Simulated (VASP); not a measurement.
Here is a VASP 6.6.1 calculation.

File INCAR:

```
ALGO = Normal
EDIFF = 1E-6
ENCUT = 520
GGA = PS
ISIF = 2
ISMEAR = 0
LASPH = True
LCHARG = False
LREAL = False
LWAVE = False
NBANDS = 13
NELM = 100
PREC = Accurate
SIGMA = 0.1
```

Contents of KPOINTS:

```
k-points
0
Gamma
  8 8 8
```

File POSCAR:

```
Ru
1.0
    0.0000000000      1.9261309583      1.9261309583
    1.9261309583      0.0000000000      1.9261309583
    1.9261309583      1.9261309583      0.0000000000
Ru
1
Direct
    0.0000000000      0.0000000000      0.0000000000
```

Potentials or basis: VASP PAW PBE potentials, release 64 (Ru_pv).

Command:

```console
$ cat potpaw_PBE.64/Ru_pv/POTCAR > POTCAR
$ mpirun -np 1 vasp_std > vasp.out
```

Q: What does it give for the pressure?

A: -20.1 GPa.

Q: Predict the band gap on the k mesh.

A: Zero (band 7 reaches 13.81 eV, above the bottom of band 8 at 10.91 eV).

Caveat: the PAW data sets were made with another functional, which shifts forces and pressure a little.
